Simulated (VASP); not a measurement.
Here is a VASP 6.6.1 calculation.

INCAR

```
SYSTEM = Sc
  PREC = Accurate
  ENCUT = 520
  EDIFF = 1E-7
  ISMEAR = -1
  SIGMA = 0.05
  LREAL = .False.
  LASPH = .True.
  NELM = 100
  ALGO = Normal
  ISIF = 2
  LWAVE = .False.
  LCHARG = .True.
  LELF = .True.
  LVHAR = .True.
  NBANDS = 12
```

KPOINTS

```
regular mesh
0
Gamma
  20 20 20
  0 0 0
```

POSCAR

```
Sc
1.0
    0.0000000000      1.6819671646      1.6819671646
    1.6819671646      0.0000000000      1.6819671646
    1.6819671646      1.6819671646      0.0000000000
Sc
1
Direct
    0.0000000000      0.0000000000      0.0000000000
```

Potentials or basis: VASP PAW LDA potentials, release 64 (Sc_sv).

Launch:

```console
$ cat potpaw_LDA.64/Sc_sv/POTCAR > POTCAR
$ mpirun -np 1 vasp_std > vasp.out
```

Q: What does it give for the band gap on the k mesh?

A: Zero (an odd number of electrons rules out a gap without spin polarisation).

Q: Estimate the pressure.

A: 165.6 GPa.

Caveat: the cell stands under pressure.
